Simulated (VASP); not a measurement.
Here is a VASP 6.6.1 calculation.

INCAR

```
PREC = Accurate ; ENCUT = 520
EDIFF = 1E-7 ; ISMEAR = -1
SIGMA = 0.05 ; LREAL = F
LASPH = T ; NELM = 100
ALGO = Normal ; ISIF = 2
LWAVE = F ; LCHARG = F
GGA = PE ; NBANDS = 15
```

KPOINTS

```
regular mesh
0
Gamma
  7 7 7
```

Contents of POSCAR:

```
KBr
1.0
    0.0000000000      3.3502234363      3.3502234363
    3.3502234363      0.0000000000      3.3502234363
    3.3502234363      3.3502234363      0.0000000000
Br K
1 1
Direct
    0.5000000000      0.5000000000      0.5000000000
    0.0000000000      0.0000000000      0.0000000000
```

Potentials or basis: VASP PAW PBE potentials, release 64 (Br, K_sv).

Command:

```bash
$ cat potpaw_PBE.64/Br/POTCAR potpaw_PBE.64/K_sv/POTCAR > POTCAR
$ mpirun -np 1 vasp_std > vasp.out
```

Question: Estimate the pressure.

Answer: 0.1 GPa.

Question: What does it give for the band gap on the k mesh?

Answer: 4.32 eV, direct.

A k mesh can miss the band edges. As with any semilocal functional, this PBE gap is likely too small.
